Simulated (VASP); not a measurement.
## Hf5C3: single point with PBE

Hf5C3:

```
Hf C
1.0
     3.19968   -3.84838    0.00000
     3.19968    3.84838    0.00000
     0.00000    0.00000    6.34372
Hf C
5 3
Direct
  0.00000 0.50000 0.24697
  0.50000 0.00000 0.75303
  0.00000 0.50000 0.75303
  0.50000 0.00000 0.24697
  0.50000 0.50000 0.00000
  0.00000 0.00000 0.50000
  0.17436 0.82564 0.50000
  0.82564 0.17436 0.50000
```

The cell was built from a structure type or drawn by symmetry, and may not be a known phase.

```json
{
 "Program": "VASP 6.6.1",
 "Task": "single point",
 "Functional": "PBE",
 "Potentials or basis": "VASP PAW PBE potentials, release 64 (Hf_pv, C)",
 "Cutoff": "520 eV",
 "k mesh": "3 × 3 × 3",
 "Occupations": "gaussian, width 0.2 eV",
 "Spin": "no spin polarisation"
}
```

```yaml
Pressure: -0.4 GPa
Largest_force: 0.029 eV/Å
Band_gap_on_the_k_mesh: zero (bands 31 and 32 overlap by 0.65 eV)
```

Forces on the atoms (eV/Å):
```
Hf   0.000  0.000  0.012
Hf   0.000  0.000 -0.012
Hf   0.000  0.000 -0.012
Hf   0.000  0.000  0.012
Hf   0.000  0.000  0.000
C    0.000  0.000  0.000
C    0.000 -0.029  0.000
C    0.000  0.029  0.000
```

Stress tensor (GPa, compression positive):
```
-0.52  0.00  0.00
 0.00 -0.25  0.00
 0.00  0.00 -0.41
```

Levels at points of the mesh, in eV from the Fermi level:
```tsv
k point	band 28	band 29	band 30	band 31	band 32	band 33	band 34	band 35
(0.00, 0.00, 0.00)	-0.74	-0.67	-0.31	0.28	0.33	0.59	0.88	0.90
```

It took 27 s on 1 thread of Intel(R) Xeon(R) 6975P-C (Granite Rapids), on a shared host, peak memory 0.27 GiB.

Caveat: the k points lie up to 0.43 Å⁻¹ apart, too coarse for converged energies and pressures of a metal; spin-orbit coupling is left out, which moves the levels of the heavy elements.
